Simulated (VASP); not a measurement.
# AlV3N4 (I4/mmm) in VASP: notebook

The runs below take AlV3N4 through single point, with PBE.

All numbers are computed with VASP 6.6.1; they aren't measurements. Logs are shortened: lines on timing, memory, paths and dates and some standing lists are left out, and cuts for length are marked.

## 1. The cell of the first run

Symmetry: I4/mmm, No. 139, tetragonal system. The conventional cell has a = 4.117 Å, b = 4.117 Å, c = 8.273 Å, α = 90.00°, β = 90.00°, γ = 90.00°. Within 2.6 Å of Al (site symmetry 4/mmm) lie 6 N at 1.96 to 2.06 Å. V (site symmetry -4m2) has 6 N at 2.06 to 2.07 Å within 2.7 Å. Within 2.7 Å of V (site symmetry 4/mmm) lie 6 N at 2.06 to 2.17 Å. N (site symmetry mmm) has 2 Al at 2.06 Å and 4 V at 2.06 to 2.07 Å within 2.7 Å. N (site symmetry 4mm) has 1 Al at 1.96 Å and 5 V at 2.06 to 2.17 Å within 2.6 Å.

## 2. Single point, PBE, collinear spin, ferromagnetic start

Contents of INCAR:

```
SYSTEM = AlV3N4
  ALGO = Normal
  EDIFF = 1E-7
  ENCUT = 520
  GGA = PE
  ISIF = 2
  ISMEAR = 0
  ISPIN = 2
  LASPH = .True.
  LCHARG = .False.
  LMAXMIX = 4
  LORBIT = 11
  LREAL = .False.
  LWAVE = .False.
  MAGMOM = 0 2 2 2 0 0 0 0
  NBANDS = 45
  NELM = 150
  PREC = Accurate
  SIGMA = 0.1
```

Contents of KPOINTS:

```
k-points
0
Gamma
  6 6 6
  0 0 0
```

Contents of POSCAR:

```
AlV3N4
1.0
   -2.0584264993      2.0584264993      4.1362838505
    2.0584264993     -2.0584264993      4.1362838505
    2.0584264993      2.0584264993     -4.1362838505
Al V N
1 3 4
Direct
    0.0000000000      0.0000000000      0.0000000000
    0.7500000000      0.2500000000      0.5000000000
    0.5000000000      0.5000000000      0.0000000000
    0.2500000000      0.7500000000      0.5000000000
    0.0000000000      0.5000000000      0.5000000000
    0.7628530662      0.7628530662      0.0000000000
    0.5000000000      0.0000000000      0.5000000000
    0.2371469338      0.2371469338      0.0000000000
```

Potentials or basis: VASP PAW PBE potentials, release 64 (Al, V_sv, N).

Launch:

```bash
> cat potpaw_PBE.64/Al/POTCAR potpaw_PBE.64/V_sv/POTCAR potpaw_PBE.64/N/POTCAR > POTCAR
> mpirun -np 1 vasp_std > vasp.out
```

OUTCAR:

```text
SYSTEM = AlV3N4
   EDIFF = 1E-7
   ENCUT = 520
   GGA = PE
   ISIF = 2
   ISMEAR = 0
   ISPIN = 2
   LASPH = .True.
   LORBIT = 11
   LREAL = .False.
   NELM = 150
   PREC = Accurate

 ion  position               nearest neighbor table
   1  0.000  0.000  0.000-   6 1.96   8 1.96   7 2.06   5 2.06   5 2.06   7 2.06   3 2.91   3 2.91
                             3 2.91   3 2.91   4 2.92   4 2.92   2 2.92   2 2.92   2 2.92   4 2.92
   2  0.750  0.250  0.500-   6 2.06   8 2.06   6 2.06   8 2.06   7 2.07   5 2.07   4 2.91   4 2.91
                             4 2.91   4 2.91   3 2.92   3 2.92   3 2.92   3 2.92   1 2.92   1 2.92
   3  0.500  0.500  0.000-   5 2.06   7 2.06   7 2.06   5 2.06   6 2.17   8 2.17   1 2.91   1 2.91
                             1 2.91   1 2.91   4 2.92   2 2.92   4 2.92   4 2.92   2 2.92   2 2.92
   4  0.250  0.750  0.500-   6 2.06   8 2.06   6 2.06   8 2.06   7 2.07   5 2.07   2 2.91   2 2.91
                             2 2.91   2 2.91   3 2.92   3 2.92   3 2.92   1 2.92   1 2.92   1 2.92
   5  0.000  0.500  0.500-   1 2.06   3 2.06   1 2.06   3 2.06   2 2.07   4 2.07
   6  0.763  0.763  0.000-   1 1.96   2 2.06   4 2.06   2 2.06   4 2.06   3 2.17
   7  0.500  0.000  0.500-   1 2.06   3 2.06   3 2.06   1 2.06   2 2.07   4 2.07
   8  0.237  0.237  0.000-   1 1.96   4 2.06   2 2.06   2 2.06   4 2.06   3 2.17

  LATTYP: Found a body centered tetragonal cell.
 ALAT       =     4.1168529986
 C/A-ratio  =     2.0094396627

  Lattice vectors:

 A1 = (  -2.0584264993,   2.0584264993,   4.1362838505)
 A2 = (   2.0584264993,  -2.0584264993,   4.1362838505)
 A3 = (   2.0584264993,   2.0584264993,  -4.1362838505)

Analysis of symmetry for initial positions (statically):
=====================================================================
 Subroutine PRICEL returns:
 Original cell was already a primitive cell.

 Routine SETGRP: Setting up the symmetry group for a
 body centered tetragonal supercell.

 Subroutine GETGRP returns: Found 16 space group operations
 (whereof 16 operations were pure point group operations)
 out of a pool of 16 trial point group operations.

The static configuration has the point symmetry D_4h.

Analysis of symmetry for dynamics (positions and initial velocities):
=====================================================================
 Subroutine PRICEL returns:
 Original cell was already a primitive cell.

 Routine SETGRP: Setting up the symmetry group for a
 body centered tetragonal supercell.

 Subroutine GETGRP returns: Found 16 space group operations
 (whereof 16 operations were pure point group operations)
 out of a pool of 16 trial point group operations.

The dynamic configuration has the point symmetry D_4h.

Analysis of structural, dynamic, and magnetic symmetry:
=====================================================================
 Subroutine PRICEL returns:
 Original cell was already a primitive cell.

 Routine SETGRP: Setting up the symmetry group for a
 body centered tetragonal supercell.

 Subroutine GETGRP returns: Found 16 space group operations
 (whereof 16 operations were pure point group operations)
 out of a pool of 16 trial point group operations.

The overall configuration has the point symmetry D_4h.

 Subroutine INISYM returns: Found 16 space group operations
 (whereof 16 operations are pure point group operations),
 and found     1 'primitive' translations

----------------------------------------------------------------------------------------

                                     Primitive cell

  volume of cell :      70.1037

  direct lattice vectors                    reciprocal lattice vectors
    -2.058426499  2.058426499  4.136283850     0.000000000  0.242903985  0.120881453
     2.058426499 -2.058426499  4.136283850     0.242903985  0.000000000  0.120881453
     2.058426499  2.058426499 -4.136283850     0.242903985  0.242903985  0.000000000

  length of vectors
     5.057972261  5.057972261  5.057972261     0.271320238  0.271320238  0.343518110

  position of ions in fractional coordinates (direct lattice)
     0.000000000  0.000000000  0.000000000
[... 75 lines left out ...]
   dimension x,y,z NGX =    40 NGY =   40 NGZ =   40
   dimension x,y,z NGXF=    80 NGYF=   80 NGZF=   80
   ions per type =               1   3   4
   NGX,Y,Z   is equivalent  to a cutoff of  13.15, 13.15, 13.15 a.u.
   NGXF,Y,Z  is equivalent  to a cutoff of  26.29, 26.29, 26.29 a.u.
 SYSTEM =  AlV3N4
   PREC   = accura    normal or accurate (medium, high low for compatibility)
   ISTART =      0    job   : 0-new  1-cont  2-samecut
   ICHARG =      2    charge: 1-file 2-atom 10-const
   ISPIN  =      2    spin polarized calculation?
   LNONCOLLINEAR =      F non collinear calculations
   LSORBIT =      F    spin-orbit coupling
   LASPH  =      T    aspherical Exc in radial PAW
   ENCUT  =  520.0 eV  38.22 Ry    6.18 a.u.   9.40  9.40  9.40*2*pi/ulx,y,z
   NELM   =    150;   NELMIN=  2; NELMDL= -5     # of ELM steps
   EDIFF  = 0.1E-06   stopping-criterion for ELM
   LREAL  =      F    real-space projection
   EDIFFG = 0.1E-05   stopping-criterion for IOM
   NSW    =      0    number of steps for IOM
   IBRION =     -1    ionic relax: 0-MD 1-quasi-New 2-CG
   NFREE  =      0    steps in history (QN), initial steepest desc. (CG)
   ISIF   =      2    stress and relaxation
   ISYM   =      2    0-nonsym 1-usesym 2-fastsym
   POTIM  = 0.5000    time-step for ionic-motion
   TEBEG  =    0.0;   TEEND  =   0.0 temperature during run
   PSTRESS=    0.0 pullay stress
   NELECT =      62.0000    total number of electrons
   NUPDOWN=      -1.0000    fix difference up-down
   EMIN   =  10.00;   EMAX   =-10.00  energy-range for DOS
   EFERMI =   0.00;   METHOD = LEGACY
   ISMEAR =     0;   SIGMA  =   0.10  broadening in eV -4-tet -1-fermi 0-gaus
   EFERMI_NEDOS =   21; number of points for ismear=-14 and -15
   IALGO  =     38    algorithm
   IMIX   =      4    mixing-type and parameters
     AMIX     =   0.40;   BMIX     =  1.00
     AMIX_MAG =   1.60;   BMIX_MAG =  1.00
  volume/ion in A,a.u.               =       8.76        59.14
  Fermi-wavevector in a.u.,A,eV,Ry     =   1.571418  2.969549 33.597606  2.469354
  Thomas-Fermi vector in A             =   2.673005
   LORBIT       =     11    0 simple, 1 ext, 2 COOP (PROOUT), +10 PAW based schemes
   GGA     = PE    functional components
   LHFCALC =     F    Hartree Fock is set to
   AEXX    =    0.0000 exact exchange contribution
   IVDW    =     0    specifies the selected vdW correction
   LEPSILON=     F    determine dielectric tensor
   LRPA    =     F    only Hartree local field effects (RPA)
 spin polarized calculation
 Gauss-broadening in eV      SIGMA  =   0.10
  energy-cutoff  :      520.00
  volume of cell :       70.10
 maximum number of plane-waves:      1909
 NGX is ok and might be reduce to    40
   NGX = 19   NGY = 19   NGZ = 19

 number of electron      61.9999999 magnetization       0.6321277

 Free energy of the ion-electron system (eV)
  ---------------------------------------------------
  ext. energy  EPLUGINS =         0.00000000
  ---------------------------------------------------
  free energy    TOTEN  =       -71.91908764 eV

  energy without entropy =      -71.89775681  energy(sigma->0) =      -71.90842223

 E-fermi :  11.6755     XC(G=0): -13.1951

 val. band max:       11.6595032708   @ k =   0.5000   0.0000  -0.0000
 cond. band min:      11.6765986101   @ k =  -0.3333   0.3333   0.1667
 fundamental gap:      0.0170953393
 Fermi energy:        11.6754585432

 spin component 1

 k-point     1 :       0.0000    0.0000    0.0000
  band No.  band energies     occupation
      1     -54.0094      1.00000
      2     -53.9598      1.00000
      3     -52.9913      1.00000
      4     -27.9587      1.00000
      5     -27.9587      1.00000
      6     -27.9364      1.00000
[... 1093 lines left out ...]
     42      14.3633      0.00000
     43      14.6682      0.00000

 [... further k-points ...]

 spin component 2

 k-point     1 :       0.0000    0.0000    0.0000
  band No.  band energies     occupation
      1     -53.9365      1.00000
      2     -53.2287      1.00000
      3     -53.1801      1.00000
      4     -27.8398      1.00000
      5     -27.8220      1.00000
      6     -27.8220      1.00000
[... 1093 lines left out ...]
     42      14.6292      0.00000
     43      14.8074      0.00000

 [... further k-points ...]

 [bands above 43 left out]

------------------------ aborting loop because EDIFF is reached ----------------------------------------

  FORCE on cell =-STRESS in cart. coord.  units (eV):
  Direction    XX          YY          ZZ          XY          YZ          ZX
  --------------------------------------------------------------------------------------
  -------------------------------------------------------------------------------------
  Total        0.2486850      0.2486850      0.1957702      0.0000000      0.0000000      0.0000000
  in kB        5.6835421      5.6835421      4.4742072      0.0000000      0.0000000      0.0000000
  external PRESSURE =       5.2804305 kB  Pullay stress =       0.0000000 kB

 VOLUME and BASIS-vectors are now :
 -----------------------------------------------------------------------------
  energy-cutoff  :      520.00
  volume of cell :       70.10
      direct lattice vectors                 reciprocal lattice vectors
    -2.058426499  2.058426499  4.136283850     0.000000000  0.242903985  0.120881453
     2.058426499 -2.058426499  4.136283850     0.242903985  0.000000000  0.120881453
     2.058426499  2.058426499 -4.136283850     0.242903985  0.242903985  0.000000000

 POSITION                                       TOTAL-FORCE (eV/Angst)
 -----------------------------------------------------------------------------------
      0.00000      0.00000      0.00000        -0.000000     -0.000000      0.000000
     -0.00000      2.05843      2.06814        -0.000000     -0.000000     -0.000000
      0.00000      0.00000      4.13628        -0.000000     -0.000000      0.000000
      2.05843     -0.00000      2.06814        -0.000000     -0.000000     -0.000000
      2.05843      0.00000      0.00000        -0.000000     -0.000000      0.000000
      0.00000      0.00000      6.31075        -0.000000     -0.000000      0.020659
      0.00000      2.05843      0.00000        -0.000000     -0.000000     -0.000000
      0.00000      0.00000      1.96181         0.000000      0.000000     -0.020659
 -----------------------------------------------------------------------------------
    total drift:                               -0.000000     -0.000000      0.000000

  FREE ENERGIE OF THE ION-ELECTRON SYSTEM (eV)
  ---------------------------------------------------
  free  energy   TOTEN  =       -71.9190876405 eV

  energy  without entropy=      -71.8977568119  energy(sigma->0) =      -71.90842223

 total charge

# of ion       s       p       d       tot
------------------------------------------
    1        0.316   0.384   0.000   0.700
    2        2.245   6.281   3.119  11.645
    3        2.231   6.261   3.116  11.608
    4        2.245   6.281   3.119  11.645
    5        1.237   2.548   0.000   3.785
    6        1.239   2.540   0.000   3.779
    7        1.237   2.548   0.000   3.785
    8        1.239   2.540   0.000   3.779
--------------------------------------------------
tot         11.988  29.383   9.354  50.725

 magnetization (x)

# of ion       s       p       d       tot
------------------------------------------
    1        0.005   0.001   0.000   0.006
    2        0.005   0.006   0.748   0.759
    3       -0.007  -0.008  -0.913  -0.928
    4        0.005   0.006   0.748   0.759
    5        0.001   0.007   0.000   0.008
    6       -0.001  -0.009   0.000  -0.011
    7        0.001   0.007   0.000   0.008
    8       -0.001  -0.009   0.000  -0.011
--------------------------------------------------
tot          0.007   0.001   0.582   0.590
```

It took 16 min on 1 thread of Intel Xeon Platinum 8488C (Sapphire Rapids), shared host; peak memory 0.37 GiB.

What came out:

| Property | Result |
| --- | --- |
| Free energy | -71.9191 eV |
| Pressure | 0.5 GPa |
| Largest force | 0.021 eV/Å |
| Net moment | 0.63 μB per cell |
| Site moments | Al +0.01; V +0.76, -0.93 (each value once); N +0.01, -0.01 (each value once) μB |
| Valence electrons inside the program's atomic spheres | Al 0.70; V 11.64, 11.61 (each value once); N 3.79, 3.78 (each value once) |

Forces in eV/Å, atoms in the order of the input:
```
Al   0.000  0.000  0.000
V    0.000  0.000  0.000
V    0.000  0.000  0.000
V    0.000  0.000  0.000
N    0.000  0.000  0.000
N    0.000  0.000  0.021
N    0.000  0.000  0.000
N    0.000  0.000 -0.021
```

With open d or f shells a metallic result of PBE can be an artefact of self-interaction; +U or a hybrid may open a gap.

## 3. Single point, PBE, collinear spin, ferromagnetic start

This run uses another cell than the first one, of 12.29 Å³/atom.

Contents of INCAR:

```
PREC = Accurate ; ENCUT = 520
EDIFF = 1E-6 ; ISMEAR = 0
SIGMA = 0.1 ; LREAL = False
LASPH = True ; NELM = 150
ALGO = Normal ; ISIF = 2
LWAVE = False ; LCHARG = False
ISPIN = 2 ; MAGMOM = 0 2 2 2 0 0 0 0
LORBIT = 11 ; LMAXMIX = 4
GGA = PE ; NBANDS = 45
```

Contents of KPOINTS:

```
regular mesh
0
Gamma
  6 6 6
```

Contents of POSCAR:

```
AlV3N4
1.0
   -2.3080303200      2.3080303200      4.6160606500
    2.3080303200     -2.3080303200      4.6160606500
    2.3080303200      2.3080303200     -4.6160606500
Al V N
1 3 4
Direct
    0.0000000000      0.0000000000      0.0000000000
    0.7500000000      0.2500000000      0.5000000000
    0.5000000000      0.5000000000      0.0000000000
    0.2500000000      0.7500000000      0.5000000000
    0.0000000000      0.5000000000      0.5000000000
    0.7500000000      0.7500000000      0.0000000000
    0.5000000000      0.0000000000      0.5000000000
    0.2500000000      0.2500000000      0.0000000000
```

Potentials or basis: VASP PAW PBE potentials, release 64 (Al, V_sv, N).

Launch:

```bash
> cat potpaw_PBE.64/Al/POTCAR potpaw_PBE.64/V_sv/POTCAR potpaw_PBE.64/N/POTCAR > POTCAR
> mpirun -np 1 vasp_std > vasp.out
```

OUTCAR:

```text
PREC = Accurate
   ENCUT = 520
   EDIFF = 1E-6
   ISMEAR = 0
   LREAL = False
   LASPH = True
   NELM = 150
   ISIF = 2
   ISPIN = 2
   LORBIT = 11
   GGA = PE

 ion  position               nearest neighbor table
   1  0.000  0.000  0.000-   5 2.31   7 2.31   5 2.31   7 2.31   6 2.31   8 2.31
   2  0.750  0.250  0.500-   6 2.31   8 2.31   6 2.31   8 2.31   7 2.31   5 2.31
   3  0.500  0.500  0.000-   5 2.31   7 2.31   7 2.31   5 2.31   6 2.31   8 2.31
   4  0.250  0.750  0.500-   6 2.31   8 2.31   8 2.31   6 2.31   7 2.31   5 2.31
   5  0.000  0.500  0.500-   1 2.31   3 2.31   1 2.31   3 2.31   2 2.31   4 2.31
   6  0.750  0.750  0.000-   2 2.31   4 2.31   2 2.31   4 2.31   3 2.31   1 2.31
   7  0.500  0.000  0.500-   1 2.31   3 2.31   3 2.31   1 2.31   2 2.31   4 2.31
   8  0.250  0.250  0.000-   2 2.31   4 2.31   4 2.31   2 2.31   3 2.31   1 2.31

  LATTYP: Found a body centered tetragonal cell.
 ALAT       =     4.6160606400
 C/A-ratio  =     2.0000000043

[... 2458 lines left out ...]
      0.00000      2.30803      0.00000         0.000000      0.000000     -0.000000
      0.00000      0.00000      2.30803        -0.000000     -0.000000     -0.208822
 -----------------------------------------------------------------------------------
    total drift:                               -0.000000      0.000000      0.000000

  FREE ENERGIE OF THE ION-ELECTRON SYSTEM (eV)
  ---------------------------------------------------
  free  energy   TOTEN  =       -66.5947297056 eV

  energy  without entropy=      -66.5440873657  energy(sigma->0) =      -66.56940854

 total charge

# of ion       s       p       d       tot
------------------------------------------
    1        0.321   0.243   0.000   0.564
    2        2.173   6.131   2.856  11.160
    3        2.178   6.133   2.843  11.153
    4        2.173   6.131   2.856  11.160
    5        1.240   2.331   0.000   3.571
    6        1.241   2.326   0.000   3.567
    7        1.240   2.331   0.000   3.571
    8        1.241   2.326   0.000   3.567
--------------------------------------------------
tot         11.806  27.953   8.554  48.314

 magnetization (x)

# of ion       s       p       d       tot
------------------------------------------
    1        0.032  -0.001   0.000   0.031
    2        0.013   0.008   1.758   1.780
    3        0.017   0.010   1.778   1.806
    4        0.013   0.008   1.758   1.780
    5       -0.001  -0.053   0.000  -0.054
    6       -0.003  -0.076   0.000  -0.079
    7       -0.001  -0.053   0.000  -0.054
    8       -0.003  -0.076   0.000  -0.079
--------------------------------------------------
tot          0.068  -0.231   5.295   5.132
```

OSZICAR:

```text
N       E                     dE             d eps       ncg     rms          rms(c)
DAV:   1     0.766677030097E+03    0.76668E+03   -0.34191E+04  5712   0.143E+03
DAV:   2    -0.142042144001E+02   -0.78088E+03   -0.74421E+03  5636   0.455E+02
[... 16 lines left out ...]
DAV:  19    -0.665947473739E+02   -0.70136E-04   -0.97620E-04  6462   0.170E-01    0.152E-01
DAV:  20    -0.665947453719E+02    0.20019E-05   -0.22870E-04  6425   0.104E-01    0.801E-02
DAV:  21    -0.665947204386E+02    0.24933E-04   -0.17942E-04  6795   0.851E-02    0.229E-02
DAV:  22    -0.665947299950E+02   -0.95564E-05   -0.39574E-05  6233   0.352E-02    0.158E-02
DAV:  23    -0.665947298917E+02    0.10335E-06   -0.20236E-05  6068   0.209E-02    0.182E-02
DAV:  24    -0.665947297056E+02    0.18601E-06   -0.38914E-06  4318   0.117E-02
   1 F= -.66594730E+02 E0= -.66569409E+02  d E =-.506423E-01  mag=     5.6504
```

stdout:

```text
POSCAR found type information on POSCAR AlV N
 POSCAR found :  3 types and       8 ions
 scaLAPACK will be used
 LDA part: xc-table for (Slater+PW92), standard interpolation
 POSCAR, INCAR and KPOINTS ok, starting setup
 FFT: planning ... GRIDC
 FFT: planning ... GRID_SOFT
 FFT: planning ... GRID
 WAVECAR not read
 entering main loop
```

Run time: 12 min. Hardware: 1 thread of Intel Xeon Platinum 8488C (Sapphire Rapids), shared host; peak memory 0.43 GiB.

What came out:

```
Free energy                                           : -66.5947 eV
Pressure                                              : -40.7 GPa
Largest force                                         : 0.209 eV/Å
Net moment                                            : 5.65 μB per cell
Site moments                                          : Al +0.03; V +1.78, +1.81 (each value once); N -0.05, -0.08 (each value once) μB
Valence electrons inside the program's atomic spheres : Al 0.56; V 11.16, 11.15 (each value once); N 3.57
```

Forces in eV/Å, atoms in the order of the input:
```
Al   0.000  0.000  0.000
V    0.000  0.000  0.000
V    0.000  0.000  0.000
V    0.000  0.000  0.000
N    0.000  0.000  0.000
N    0.000  0.000  0.209
N    0.000  0.000  0.000
N    0.000  0.000 -0.209
```

Stress tensor (GPa, compression positive):
```
-40.93   0.00   0.00
  0.00 -40.93   0.00
  0.00   0.00 -40.10
```

Caveat: the cell stands under tension.
